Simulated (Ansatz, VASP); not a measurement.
RbBr in VASP and in Ansatz

```xyz
2
Lattice="0.0000 3.4270 3.4270 3.4270 0.0000 3.4270 3.4270 3.4270 0.0000" Properties=species:S:1:pos:R:3 pbc="T T T"
Rb    0.0000    0.0000    0.0000
Br    3.4270    3.4270    3.4270
```

Alike in both runs: task single point; functional LDA; k mesh 7 × 7 × 7; occupations fermi-dirac, width 0.05 eV; no spin polarisation.

```csv
,VASP,Ansatz
version,VASP 6.6.1,Ansatz 0.2.0
potentials or method,"VASP PAW LDA potentials, release 64 (Rb_sv, Br)",Ansatz PAW
plane-wave cutoff (eV),520,420
valence electrons in the cell,16,16
```

VASP gave:

* gap on the k mesh at the Fermi level (eV): 3.96
* least direct gap on the mesh (eV): 3.96
* pressure (GPa): -1.2

Question: Which values does Ansatz return?

Answer: gap on the k mesh at the Fermi level (eV): 3.95; least direct gap on the mesh (eV): 3.95; pressure (GPa): -1.2.

LDA's correlation is that of Perdew and Zunger in VASP and of Perdew and Wang (1992) in Ansatz.

Noted on Ansatz's run: odd divisions of the mesh miss points on the zone boundary, where band edges often lie, so the gap on the mesh can be too wide.
